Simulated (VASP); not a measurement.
Write the native input for VASP 6.6.1 that does the following.

| Item | Value |
| --- | --- |
| Task | single point |
| Functional | PBE |
| Potentials or basis | VASP PAW PBE potentials, release 64 (Sn_d, S) |
| Cutoff | 500 eV |
| k mesh | 2 × 5 × 5 |
| Occupations | gaussian, width 0.01 eV |
| Spin | no spin polarisation |
| Dipole correction | no |
| Further INCAR settings | ALGO = Normal; EDIFF = 1e-06; NBANDS = 50 |

The structure of SnS lies in POSCAR:

```
SnS
1.0
   11.2000000000      0.0000000000      0.0000000000
    0.0000000000      3.9870000000      0.0000000000
    0.0000000000      0.0000000000      4.3340000000
Sn S
4 4
Direct
    0.1194000000      0.2500000000      0.1198000000
    0.3806000000      0.7500000000      0.6198000000
    0.6194000000      0.2500000000      0.3802000000
    0.8806000000      0.7500000000      0.8802000000
    0.8508000000      0.2500000000      0.4793000000
    0.6492000000      0.7500000000      0.9793000000
    0.3508000000      0.2500000000      0.0207000000
    0.1492000000      0.7500000000      0.5207000000
```

One way to write it, as run:

INCAR

```
SYSTEM = SnS
  ALGO = Normal
  EDIFF = 1E-6
  ENCUT = 500
  GGA = PE
  GGA_COMPAT = .False.
  ISIF = 2
  ISMEAR = 0
  LASPH = .True.
  LCHARG = .True.
  LELF = .True.
  LREAL = .False.
  LVHAR = .True.
  LWAVE = .False.
  NBANDS = 50
  NELM = 120
  PREC = Accurate
  SIGMA = 0.01
```

KPOINTS

```
k-points
0
Gamma
  2 5 5
  0 0 0
```

Potentials or basis: VASP PAW PBE potentials, release 64 (Sn_d, S).

Launch:

```bash
$ cat potpaw_PBE.64/Sn_d/POTCAR potpaw_PBE.64/S/POTCAR > POTCAR
$ mpirun -np 1 vasp_std > vasp.out
```

It gave:

```yaml
Pressure: 2.3 GPa
Largest_force: 0.130 eV/Å
Band_gap_on_the_k_mesh: 0.98 eV, indirect (least direct gap 1.29 eV)
```

Caveat: spin-orbit coupling is left out, which moves the levels of the heavy elements.

Run time: 4.8 min on 1 thread of Intel Xeon 8259CL, with other jobs on the host, peak memory 0.33 GiB.
